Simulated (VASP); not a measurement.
Wanted: the native input for a VASP 6.6.1 run.

```yaml
Task: relaxation of cell and atoms
Functional: LDA
Potentials_or_basis: VASP PAW LDA potentials, release 64 (Ga_d, P)
Cutoff: 500 eV
k_mesh: 7 × 7 × 7
Occupations: methfessel-paxton, width 0.01 eV
Spin: no spin polarisation
Dipole_correction: no
Further_INCAR_settings: ALGO = Normal; EDIFF = 1e-07; IBRION = 2; EDIFFG = -0.02; NSW = 80; ISIF = 3
```

The structure of GaP lies in POSCAR:

```
GaP
1.0
    0.0000000000      2.7350000000      2.7350000000
    2.7350000000      0.0000000000      2.7350000000
    2.7350000000      2.7350000000      0.0000000000
Ga P
1 1
Direct
    0.0000000000      0.0000000000      0.0000000000
    0.2500000000      0.2500000000      0.2500000000
```

The input as run:

INCAR

```
ALGO     = Normal         # electronic algorithm
EDIFF    = 1E-7           # SCF threshold, eV
EDIFFG   = -0.02          # ionic threshold
ENCUT    = 500            # plane-wave cutoff, eV
GGA_COMPAT= F            
IBRION   = 2              # ionic algorithm
ISIF     = 3              # what is computed and relaxed
ISMEAR   = 1              # smearing method
LASPH    = T              # aspherical terms in the spheres
LCHARG   = F              # write CHGCAR
LREAL    = F              # projectors in reciprocal space
LWAVE    = F              # write WAVECAR
NELM     = 120            # most SCF steps
NELMIN   = 4            
NSW      = 80             # ionic steps
PREC     = Accurate       # precision mode
SIGMA    = 0.01           # smearing width, eV
```

KPOINTS

```
k-points
0
Gamma
  7 7 7
```

Potentials or basis: VASP PAW LDA potentials, release 64 (Ga_d, P).

Launch:

```console
$ cat potpaw_LDA.64/Ga_d/POTCAR potpaw_LDA.64/P/POTCAR > POTCAR
$ mpirun -np 1 vasp_std > vasp.out
```

It gave:

```yaml
Relaxed_volume: 19.61 Å³/atom
Relaxed_cell: a = 3.814 Å, b = 3.814 Å, c = 3.814 Å, α = 60.00°, β = 60.00°, γ = 60.00°
Space_group_after_relaxing_to_0.1_Å: F-43m (No. 216)
Energy_gained_by_relaxing: 9.5 meV/atom
Ionic_steps: 3
Pressure_after_relaxing: 0.0 GPa
Band_gap_on_the_k_mesh: 1.38 eV (least direct gap 1.90 eV)
```

Caveat: an odd mesh through Γ misses points on the zone boundary, where band edges can lie.

Wall time 24 s on 1 thread of Intel(R) Xeon(R) Platinum 8259CL CPU @ 2.50GHz (Skylake/Cascade Lake), on a shared host, peak memory 0.14 GiB.
